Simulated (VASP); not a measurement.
Runs of VASP 6.6.1 on Zr2Br. The structure is that of space group Fm-3m (No. 225), or close to it. The cells are those of the table. 

```csv
task,cell,k mesh,cutoff (eV),gap on the mesh (eV),pressure (GPa),relaxed volume (Å³/atom)
relaxation of cell and atoms,"relaxed from a = 4.627 Å, angles 60.0°, 3 atoms",12 × 12 × 12,600,none,0.0,22.86
single point,"a = 4.627 Å, angles 60.0°, 3 atoms",4 × 4 × 4,520,none,-0.3,-
relaxation of cell and atoms,"relaxed from a = 5.046 Å, angles 60.0°, 3 atoms",4 × 4 × 4,600,none,0.0,(a)
single point,"a = 5.046 Å, angles 60.0°, 3 atoms",4 × 4 × 4,520,none,-11.3,-
single point,"a = 4.593 Å, angles 60.0°, 3 atoms",12 × 12 × 12,520,none,(b),-
```

Alike in all rows: level PBE; potentials or basis VASP PAW PBE potentials, release 64 (Zr_sv, Br); no spin polarisation; smearing gaussian 0.1 eV.

Q: Fill in the values left out.

A: (a) 23.26; (b) 0.1.

Caveats: some runs use coarse meshes; an odd number of electrons without spin polarisation forces a metal; a magnetic or distorted state may lie lower; the volume moved by over 15 % at a fixed basis, so the end points are rough (some runs).

A k mesh can miss the band edges, and the runs leave out spin-orbit coupling on Br, Zr.

A gap of «none» marks levels without a gap at the run's occupations.
